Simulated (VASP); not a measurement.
# C (Fd-3m) in VASP: single point with HSE06

Aim: the single point of C with HSE06.

Program: VASP 6.6.1. These are calculated values, not measurements. Logs are shortened: lines on timing, memory, paths and dates and some standing lists are left out, and cuts for length are marked.

## Step 1: The cell of the first run

Symmetry: Fd-3m, No. 227, cubic system. Conventional cell: a = 3.663 Å, b = 3.663 Å, c = 3.663 Å, α = 90.00°, β = 90.00°, γ = 90.00°. C (site symmetry -43m) has 4 C at 1.59 Å within 2.1 Å.

## Step 2: Single point, HSE06 (strain +2.9%)

The input, POSCAR:

```
C
1.0
    0.0000000000      1.8315697288      1.8315697288
    1.8315697288      0.0000000000      1.8315697288
    1.8315697288      1.8315697288      0.0000000000
C
2
Direct
    0.0000000000      0.0000000000      0.0000000000
    0.2500000000      0.2500000000      0.2500000000
```

The input, INCAR.step1:

```
SYSTEM = C
  PREC = Accurate
  ENCUT = 520
  EDIFF = 1E-5
  ISMEAR = 0
  SIGMA = 0.01
  LREAL = .False.
  LASPH = .True.
  NELM = 80
  ALGO = Normal
  ISIF = 2
  LWAVE = .True.
  GGA = PE
  NBANDS = 11
```

The input, INCAR.step2:

```
SYSTEM = C
  PREC = Accurate
  ENCUT = 520
  EDIFF = 1E-7
  ISMEAR = 0
  SIGMA = 0.01
  LREAL = .False.
  LASPH = .True.
  NELM = 80
  ALGO = Normal
  ISIF = 2
  LWAVE = .False.
  LCHARG = .True.
  GGA = PE
  LHFCALC = .True.
  HFSCREEN = 0.2079
  PRECFOCK = Normal
  LELF = .True.
  LVHAR = .True.
  ISTART = 1
  NBANDS = 11
```

The input, KPOINTS:

```
Automatic mesh
0
Gamma
  8 8 8
  0 0 0
```

Potentials or basis: VASP PAW PBE potentials, release 64 (C).

The run is started by

```
cat potpaw_PBE.64/C/POTCAR > POTCAR
cp INCAR.step1 INCAR
mpirun -np 1 vasp_std > vasp.out
cp INCAR.step2 INCAR
mpirun -np 1 vasp_std > vasp.out
```

OUTCAR:

```text
SYSTEM = C
   PREC = Accurate
   ENCUT = 520
   EDIFF = 1E-7
   ISMEAR = 0
   LREAL = .False.
   LASPH = .True.
   NELM = 80
   ISIF = 2
   GGA = PE
   LHFCALC = .True.
   HFSCREEN = 0.2079
   PRECFOCK = Normal
   ISTART = 1

 ion  position               nearest neighbor table
   1  0.000  0.000  0.000-   2 1.59   2 1.59   2 1.59   2 1.59
   2  0.250  0.250  0.250-   1 1.59   1 1.59   1 1.59   1 1.59

  LATTYP: Found a face centered cubic cell.
 ALAT       =     3.6631394576

  Lattice vectors:

 A1 = (   0.0000000000,   1.8315697288,   1.8315697288)
 A2 = (   1.8315697288,   0.0000000000,   1.8315697288)
 A3 = (   1.8315697288,   1.8315697288,   0.0000000000)

Analysis of symmetry for initial positions (statically):
=====================================================================
 Subroutine PRICEL returns:
 Original cell was already a primitive cell.

 Routine SETGRP: Setting up the symmetry group for a
 face centered cubic supercell.

 Subroutine GETGRP returns: Found 48 space group operations
 (whereof 24 operations were pure point group operations)
 out of a pool of 48 trial point group operations.

The static configuration has the point symmetry T_d .
 The point group associated with its full space group is O_h .

Analysis of symmetry for dynamics (positions and initial velocities):
=====================================================================
 Subroutine PRICEL returns:
 Original cell was already a primitive cell.

 Routine SETGRP: Setting up the symmetry group for a
 face centered cubic supercell.

 Subroutine GETGRP returns: Found 48 space group operations
 (whereof 24 operations were pure point group operations)
 out of a pool of 48 trial point group operations.

The dynamic configuration has the point symmetry T_d .
 The point group associated with its full space group is O_h .

 Subroutine INISYM returns: Found 48 space group operations
 (whereof 24 operations are pure point group operations),
 and found     1 'primitive' translations

----------------------------------------------------------------------------------------

                                     Primitive cell

  volume of cell :      12.2885

  direct lattice vectors                    reciprocal lattice vectors
     0.000000000  1.831569729  1.831569729    -0.272989880  0.272989880  0.272989880
     1.831569729  0.000000000  1.831569729     0.272989880 -0.272989880  0.272989880
     1.831569729  1.831569729  0.000000000     0.272989880  0.272989880 -0.272989880

  length of vectors
     2.590230751  2.590230751  2.590230751     0.472832342  0.472832342  0.472832342

  position of ions in fractional coordinates (direct lattice)
     0.000000000  0.000000000  0.000000000
     0.250000000  0.250000000  0.250000000

  ion indices of the primitive-cell ions
   primitive index   ion index
                 1           1
                 2           2

----------------------------------------------------------------------------------------

 KPOINTS: Automatic mesh

Automatic generation of k-mesh.
 Grid dimensions read from file:
 generate k-points for:    8    8    8

 Generating k-lattice:

  Cartesian coordinates                     Fractional coordinates (reciprocal lattice)
    -0.034123735  0.034123735  0.034123735     0.125000000  0.000000000  0.000000000
     0.034123735 -0.034123735  0.034123735     0.000000000  0.125000000  0.000000000
     0.034123735  0.034123735 -0.034123735     0.000000000  0.000000000  0.125000000

  Length of vectors
     0.059104043  0.059104043  0.059104043

  Shift w.r.t. Gamma in fractional coordinates (k-lattice)
     0.000000000  0.000000000  0.000000000

 Subroutine IBZKPT returns following result:
 ===========================================

 Found     29 irreducible k-points:

 Following reciprocal coordinates:
            Coordinates               Weight
  0.000000  0.000000  0.000000      1.000000
  0.125000  0.000000  0.000000      8.000000
  0.250000  0.000000  0.000000      8.000000
  0.375000  0.000000  0.000000      8.000000
  0.500000  0.000000  0.000000      4.000000
  0.125000  0.125000  0.000000      6.000000
[... 16 lines left out ...]
  0.500000  0.250000  0.125000     48.000000
 -0.375000  0.250000  0.125000     24.000000
 [... further k-points ...]
   k-points           NKPTS =     29   k-points in BZ     NKDIM =    512   number of bands    NBANDS=     11
   number of dos      NEDOS =    301   number of ions     NIONS =      2
   total plane-waves  NPLWV =   8000
   dimension x,y,z NGX =    20 NGY =   20 NGZ =   20
   dimension x,y,z NGXF=    40 NGYF=   40 NGZF=   40
   ions per type =               2
   NGX,Y,Z   is equivalent  to a cutoff of  12.84, 12.84, 12.84 a.u.
   NGXF,Y,Z  is equivalent  to a cutoff of  25.67, 25.67, 25.67 a.u.
 SYSTEM =  C
   PREC   = accura    normal or accurate (medium, high low for compatibility)
   ISTART =      1    job   : 0-new  1-cont  2-samecut
   ICHARG =      0    charge: 1-file 2-atom 10-const
   ISPIN  =      1    spin polarized calculation?
   LNONCOLLINEAR =      F non collinear calculations
   LSORBIT =      F    spin-orbit coupling
   LASPH  =      T    aspherical Exc in radial PAW
   ENCUT  =  520.0 eV  38.22 Ry    6.18 a.u.   4.82  4.82  4.82*2*pi/ulx,y,z
   NELM   =     80;   NELMIN=  2; NELMDL=  0     # of ELM steps
   EDIFF  = 0.1E-06   stopping-criterion for ELM
   LREAL  =      F    real-space projection
   EDIFFG = 0.1E-05   stopping-criterion for IOM
   NSW    =      0    number of steps for IOM
   IBRION =     -1    ionic relax: 0-MD 1-quasi-New 2-CG
   NFREE  =      0    steps in history (QN), initial steepest desc. (CG)
   ISIF   =      2    stress and relaxation
   ISYM   =      3    0-nonsym 1-usesym 2-fastsym
   POTIM  = 0.5000    time-step for ionic-motion
   TEBEG  =    0.0;   TEEND  =   0.0 temperature during run
   PSTRESS=    0.0 pullay stress
   NELECT =       8.0000    total number of electrons
   NUPDOWN=      -1.0000    fix difference up-down
   EMIN   =  10.00;   EMAX   =-10.00  energy-range for DOS
   EFERMI =   0.00;   METHOD = LEGACY
   ISMEAR =     0;   SIGMA  =   0.01  broadening in eV -4-tet -1-fermi 0-gaus
   EFERMI_NEDOS =   21; number of points for ismear=-14 and -15
   IALGO  =     38    algorithm
   IMIX   =      1    mixing-type and parameters
     AMIX     =   0.40;   BMIX     =  1.00
     AMIX_MAG =   1.60;   BMIX_MAG =  1.00
  volume/ion in A,a.u.               =       6.14        41.46
  Fermi-wavevector in a.u.,A,eV,Ry     =   1.418855  2.681247 27.390565  2.013150
  Thomas-Fermi vector in A             =   2.539937
   LORBIT       =      0    0 simple, 1 ext, 2 COOP (PROOUT), +10 PAW based schemes
   GGA     = PE    functional components
   LHFCALC =     T    Hartree Fock is set to
   PRECFOCK=normal    Normal, Fast or Accurate (Low or Medium for compatibility)
   ENCUT4O =  -1.0   cutoff for four orbital integrals eV
   NKREDX  =     1    reduce k-point grid by
   NKREDY  =     1    reduce k-point grid by
   NKREDZ  =     1    reduce k-point grid by
   AEXX    =    0.2500 exact exchange contribution
   HFSCREEN=    0.2079 screening length (either q_TF or 0.3 A-1)
   HFSCREENC=   0.2079 screening length for correlation (either q_TF or 0.3 A-1)
   ENCUTFOCK=  -1.0 apply spherical cutoff to Coloumb kernel
   IVDW    =     0    specifies the selected vdW correction
   LEPSILON=     F    determine dielectric tensor
   LRPA    =     F    only Hartree local field effects (RPA)
 non-spin polarized calculation
 Gauss-broadening in eV      SIGMA  =   0.01
  energy-cutoff  :      520.00
  volume of cell :       12.29
 maximum number of plane-waves:       343
  NGX = 16; NGY = 16; NGZ = 16

 number of electron       8.0000002 magnetization

 Free energy of the ion-electron system (eV)
  ---------------------------------------------------
  ext. energy  EPLUGINS =         0.00000000
  ---------------------------------------------------
  free energy    TOTEN  =       -20.91068769 eV

  energy without entropy =      -20.91068769  energy(sigma->0) =      -20.91068769

 E-fermi :   8.1799     XC(G=0): -10.5187

 val. band max:        8.0033093850   @ k =   0.0000   0.0000   0.0000
 cond. band min:      13.0870536288   @ k =   0.3750   0.3750   0.0000
 fundamental gap:      5.0837442438
 Fermi energy:         8.1799095407

 k-point     1 :       0.0000    0.0000    0.0000
  band No.  band energies     occupation
      1     -14.4353      2.00000
      2       8.0033      2.00000
      3       8.0033      2.00000
      4       8.0033      2.00000
      5      14.7303      0.00000
      6      14.7303      0.00000
      7      14.7303      0.00000
      8      21.3846      0.00000
      9      27.7971      0.00000
     10      35.3879      0.00000
     11      35.3879      0.00000

 k-point     2 :       0.1250    0.0000    0.0000
  band No.  band energies     occupation
      1     -13.9925      2.00000
      2       5.5418      2.00000
      3       7.3666      2.00000
      4       7.3666      2.00000
      5      15.5768      0.00000
      6      15.5768      0.00000
      7      15.8596      0.00000
      8      21.9263      0.00000
      9      28.5213      0.00000
     10      32.4058      0.00000
     11      32.4058      0.00000

 k-point     3 :       0.2500    0.0000    0.0000
  band No.  band energies     occupation
      1     -12.6798      2.00000
      2       1.1743      2.00000
      3       6.2543      2.00000
      4       6.2543      2.00000
      5      16.8335      0.00000
      6      16.9434      0.00000
      7      16.9434      0.00000
      8      23.3203      0.00000
      9      29.3816      0.00000
     10      31.3482      0.00000
     11      31.3482      0.00000
[... 267 lines left out ...]
 k-point    23 :       0.5000    0.2500    0.1250
  band No.  band energies     occupation
      1      -9.4706      2.00000
      2      -2.2747      2.00000
      3       1.5554      2.00000
      4       3.8792      2.00000
      5      17.0427      0.00000
      6      18.6271      0.00000
      7      21.2584      0.00000
      8      22.4084      0.00000
      9      29.1396      0.00000
     10      31.1244      0.00000
     11      34.9448      0.00000

 k-point    24 :      -0.3750    0.2500    0.1250
  band No.  band energies     occupation
      1      -7.6273      2.00000
      2      -4.7410      2.00000
      3       1.4705      2.00000
      4       3.2913      2.00000
      5      17.4488      0.00000
      6      18.3090      0.00000
      7      21.9851      0.00000
      8      23.9554      0.00000
      9      27.2596      0.00000
     10      32.7488      0.00000
     11      35.1527      0.00000

 [... further k-points ...]
[... 5 lines left out ...]
  --------------------------------------------------------------------------------------
  -------------------------------------------------------------------------------------
  Total       -2.9112356     -2.9112356     -2.9112356     -0.0000000     -0.0000000     -0.0000000
  in kB     -379.5662314   -379.5662314   -379.5662314     -0.0000000     -0.0000000     -0.0000000
  external PRESSURE =    -379.5662314 kB  Pullay stress =       0.0000000 kB

 VOLUME and BASIS-vectors are now :
 -----------------------------------------------------------------------------
  energy-cutoff  :      520.00
  volume of cell :       12.29
      direct lattice vectors                 reciprocal lattice vectors
     0.000000000  1.831569729  1.831569729    -0.272989880  0.272989880  0.272989880
     1.831569729  0.000000000  1.831569729     0.272989880 -0.272989880  0.272989880
     1.831569729  1.831569729  0.000000000     0.272989880  0.272989880 -0.272989880

 POSITION                                       TOTAL-FORCE (eV/Angst)
 -----------------------------------------------------------------------------------
      0.00000      0.00000      0.00000        -0.000000     -0.000000     -0.000000
      0.91578      0.91578      0.91578         0.000000      0.000000      0.000000
 -----------------------------------------------------------------------------------
    total drift:                                0.000000      0.000000      0.000000

  FREE ENERGIE OF THE ION-ELECTRON SYSTEM (eV)
  ---------------------------------------------------
  free  energy   TOTEN  =       -20.9106876947 eV

  energy  without entropy=      -20.9106876947  energy(sigma->0) =      -20.91068769
```

It took 6.9 min on 1 thread of Intel Xeon Platinum 8488C (Sapphire Rapids), shared host; peak memory 0.22 GiB.

What came out:

```yaml
Free_energy: -20.9107 eV
Pressure: -38.0 GPa
Band_gap_on_the_k_mesh: 5.08 eV (least direct gap 6.73 eV)
```

Levels at points of the mesh, in eV from the valence-band top:
```csv
k point,band 2,band 3,band 4,band 5,band 6,band 7
"(0.00, 0.00, 0.00)",0.00,0.00,0.00,6.73,6.73,6.73
"(0.50, 0.00, 0.00)",-13.72,-2.85,-2.85,9.23,9.66,9.66
"(0.50, 0.50, 0.00)",-13.50,-6.37,-6.37,5.72,5.72,17.97
```

Caveat: the cell differs from its parent crystal (strain +2.9%); the cell stands under tension; the PAW data sets were made with another functional, which shifts forces and pressure a little. A k mesh can miss the band edges.
